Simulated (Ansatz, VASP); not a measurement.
## Two plane-wave programs on Pd

```xyz
1
Lattice="0.0000 1.9465 1.9465 1.9465 0.0000 1.9465 1.9465 1.9465 0.0000" Properties=species:S:1:pos:R:3 pbc="T T T"
Pd    0.0000    0.0000    0.0000
```

Alike in both runs: task single point; functional PBE0; k mesh 8 × 8 × 8; occupations fermi-dirac, width 0.05 eV; no spin polarisation.

|  | VASP | Ansatz |
| --- | --- | --- |
| version | VASP 6.6.1 | Ansatz 0.2.0 |
| potentials or method | VASP PAW PBE potentials, release 64 (Pd) | Ansatz PAW |
| plane-wave cutoff (eV) | 520 | 420 |
| valence electrons in the cell | 10 | 18 |

|  | VASP | Ansatz | Ansatz less VASP |
| --- | --- | --- | --- |
| gap on the k mesh at the Fermi level (eV) | none | none | - |
| pressure (GPa) | 2.9 | 2.8 | -0.16 |

A gap of «none» marks a metal or a gap that the smearing closes. The functional is the same, so the differences come from potentials, cutoffs and numerics. VASP's potentials hold 10 valence electrons a cell and Ansatz's 18, so a difference there can come from the potentials and not from the codes.
